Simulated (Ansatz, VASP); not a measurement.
# SiO2 in VASP and in Ansatz

```xyz
6
Lattice="4.3055 0.0000 0.0000 0.0000 4.3055 0.0000 0.0000 0.0000 2.6678" Properties=species:S:1:pos:R:3 pbc="T T T"
Si    0.0000    0.0000    0.0000
Si    2.1528    2.1528    1.3339
O     1.3205    1.3205    0.0000
O     0.8323    3.4732    1.3339
O     2.9850    2.9850    0.0000
O     3.4732    0.8323    1.3339
```

Change from the starting cell: equal xx and yy strain of +3 %, PAW files.

Alike in both runs: task electric field gradients; functional PBE; k mesh 6 × 6 × 9; occupations fermi-dirac, width 0.03 eV; no spin polarisation.

```csv
,VASP,Ansatz
version,VASP 6.6.1,Ansatz 0.2.0
potentials or method,"VASP PAW PBE potentials, release 64 (Si, O)","PAW with Ansatz's default frozen-core files, scalar-relativistic"
plane-wave cutoff (eV),520,420
valence electrons in the cell,32,32
```

```tsv
	VASP	Ansatz	Ansatz less VASP
gap on the k mesh at the Fermi level (eV)	4.69	4.71	+0.018
pressure (GPa)	-5.6	-5.7	-0.13
traceless stress, the component that is largest in VASP (GPa)	6.56	6.10	-0.454
rms of the force components (eV/Å)	0.183	0.193	+0.0106
size of Vzz on the site where it differs most (V/Å²)	32.4	29.7	-2.67
```

Atom by atom the forces differ by 0.011 eV/Å (rms over components). The functional is the same, so the differences come from potentials, cutoffs and numerics.
